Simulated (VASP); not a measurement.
Write the native input for VASP 6.6.1 that does the following.

```yaml
Task: single point
Functional: r2SCAN
Potentials_or_basis: VASP PAW PBE potentials, release 64 (In_d, P)
Cutoff: 520 eV
k_mesh: 8 × 8 × 8
Occupations: gaussian, width 0.05 eV
Spin: no spin polarisation
Dipole_correction: no
Further_INCAR_settings: ALGO = Normal; EDIFF = 1e-06; NBANDS = 16
```

The system is InP.

```
In P
1.0
     0.00000    2.93050    2.84259
     2.93050    0.00000    2.84259
     2.93050    2.93050    0.00000
In P
1 1
Direct
  0.00000 0.00000 0.00000
  0.75000 0.75000 0.75000
```

This cell differs from its parent crystal: strain +0.000 along x and y, -0.030 along z.

The input as run:

POSCAR

```
InP
1.0
    0.0000000000      2.9305000000      2.8425850000
    2.9305000000      0.0000000000      2.8425850000
    2.9305000000      2.9305000000      0.0000000000
In P
1 1
Direct
    0.0000000000      0.0000000000      0.0000000000
    0.7500000000      0.7500000000      0.7500000000
```

INCAR.step1

```
SYSTEM = InP
ALGO = Normal ; EDIFF = 1E-4
ENCUT = 520 ; GGA = PE
ISMEAR = 0 ; LASPH = .True.
LCHARG = .False. ; LREAL = .False.
LWAVE = .True. ; NBANDS = 16
NELM = 80 ; PREC = Accurate
SIGMA = 0.05
```

INCAR.step2

```
SYSTEM = InP
ALGO = Normal ; EDIFF = 1E-6
ENCUT = 520 ; ISIF = 2
ISMEAR = 0 ; ISTART = 1
LASPH = .True. ; LCHARG = .False.
LMIXTAU = .True. ; LREAL = .False.
LWAVE = .False. ; METAGGA = R2SCAN
NBANDS = 16 ; NELM = 80
PREC = Accurate ; SIGMA = 0.05
```

KPOINTS

```
k-points
0
Gamma
  8 8 8
  0 0 0
```

Potentials or basis: VASP PAW PBE potentials, release 64 (In_d, P).

The run is started by

```bash
$ cat potpaw_PBE.64/In_d/POTCAR potpaw_PBE.64/P/POTCAR > POTCAR
$ cp INCAR.step1 INCAR
$ mpirun -np 1 vasp_std > vasp.out
$ cp INCAR.step2 INCAR
$ mpirun -np 1 vasp_std > vasp.out
```

It gave:

- Pressure: 4.0 GPa
- Band gap on the k mesh: 1.25 eV

Caveat: the cell differs from its parent crystal (strain +0.000 along x and y, -0.030 along z); the cell stands under pressure; the PAW data sets were made with another functional, which shifts forces and pressure a little; spin-orbit coupling is left out, which moves the levels of the heavy elements.

Run time: 3.9 min on 1 thread of Intel Xeon 8259CL, on a shared host, peak memory 0.2 GiB.
